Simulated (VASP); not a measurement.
CoO:

```
Co O
1.0
     0.00000    2.14792    2.14792
     2.14792    0.00000    2.14792
     2.14792    2.14792    0.00000
Co O
1 1
Cartesian
  0.0000 0.0000 0.0000
  2.1479 2.1479 2.1479
```

```yaml
Program: VASP 6.6.1
Task: relaxation of cell and atoms
Functional: PBE
Potentials_or_basis: VASP PAW PBE potentials, release 64 (Co, O)
Cutoff: 600 eV
k_mesh: 16 × 16 × 16
Occupations: gaussian, width 0.1 eV
Spin: collinear spin, ferromagnetic start
Starting_moments: "[2.78, 0.26] μB"
Hubbard_terms: Co d U = 3.32 eV
```

At the start: pressure -6.2 GPa; volume 9.91 Å³/atom.

Task: Where does the relaxation end?

Result: Over 6 steps the energy falls by 6.7 meV/atom and the volume is 9.56 Å³/atom (-3.5 %); space group Fm-3m (No. 225, to 0.1 Å) before and after; moment 3.00 μB per cell.

The path:
```tsv
step	energy change (eV)	largest force (eV/Å)	pressure (GPa)	volume (Å³)
1	0.0000	0.0000	-6.23	19.82
2	-0.0087	0.0000	3.99	18.73
3	-0.0134	0.0000	-0.21	19.13
4	-0.0134	0.0000	0.33	19.11
5	-0.0134	0.0000	-0.31	19.16
6	-0.0134	0.0000	-0.04	19.13
```

Final structure:
```
CELL_PARAMETERS angstrom
0.00000 2.12264 2.12264
2.12264 0.00000 2.12264
2.12264 2.12264 0.00000
ATOMIC_POSITIONS crystal
Co 0.00000 0.00000 0.00000
O 0.50000 0.50000 0.50000
```

Caveat: a cell with one magnetic atom can't hold antiferromagnetic order, which such compounds often take.
